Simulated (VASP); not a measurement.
The system is CoO.

```
CELL_PARAMETERS angstrom
0.00000 2.13150 2.13150
2.13150 0.00000 2.13150
2.13150 2.13150 0.00000
ATOMIC_POSITIONS crystal
Co 0.00000 0.00000 0.00000
O 0.50000 0.50000 0.50000
```

Base run:

| Item | Value |
| --- | --- |
| Program | VASP 6.6.1 |
| Functional | PBE |
| Potentials or basis | VASP PAW PBE potentials, release 64 (Co, O) |
| Cutoff | 520 eV |
| k mesh | 10 × 10 × 10 |
| Occupations | gaussian, width 0.05 eV |
| Spin | collinear spin, ferromagnetic start |
| Starting moments | [3.0, 0.0] μB |
| Hubbard terms | Co d U = 3.3 eV |

Its results: pressure -2.4 GPa.

The run is repeated on the same cell with these changes: spin from collinear spin, ferromagnetic start to no spin polarisation; further incar settings from ALGO = Normal; EDIFF = 1e-06; NBANDS = 18 to ALGO = Normal; EDIFF = 1e-06; NBANDS = 14. What comes out?

Pressure -19.9 GPa.

Caveats: a cell with one magnetic atom can't hold antiferromagnetic order, which such compounds often take (some runs); an odd number of electrons without spin polarisation forces a metal (some runs); a magnetic or distorted state may lie lower (some runs); U without spin polarisation on a metal has little footing (some runs).
